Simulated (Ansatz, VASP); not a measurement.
# Two plane-wave programs on S

```
S
1.0
     8.86484    0.00000    0.00000
    -4.43242    7.67718    0.00000
     0.00000    0.00000    4.41565
S
9
Direct
  0.09556 0.09556 0.50000
  0.43067 0.67088 0.77344
  0.67088 0.43067 0.22656
  0.90444 0.00000 0.16667
  0.24021 0.56933 0.10678
  0.32912 0.75979 0.44011
  0.56933 0.24021 0.89322
  0.75979 0.32912 0.55989
  0.00000 0.90444 0.83333
```

Alike in both runs: functional PBE; k mesh 6 × 6 × 6; occupations gaussian, width 0.02 eV; no spin polarisation.

Ansatz relaxed the structure, and its values are those at the end. VASP's run is a single point on that final structure, the one shown.

|  | VASP | Ansatz |
| --- | --- | --- |
| version | VASP 6.6.1 | Ansatz 0.2.0 |
| potentials or method | VASP PAW PBE potentials, release 64 (S), cutoff 520 eV | scalar-relativistic, plane waves, PAW |
| valence electrons in the cell | 54 | 54 |

Ansatz gave:

* gap on the k mesh at the Fermi level (eV): 2.34
* least direct gap on the mesh (eV): 2.52
* pressure (GPa): 0.0
* rms of the force components (eV/Å): 0.002

Estimate VASP's values.

gap on the k mesh at the Fermi level (eV): 2.39; least direct gap on the mesh (eV): 2.57; pressure (GPa): -0.4; rms of the force components (eV/Å): 0.070.
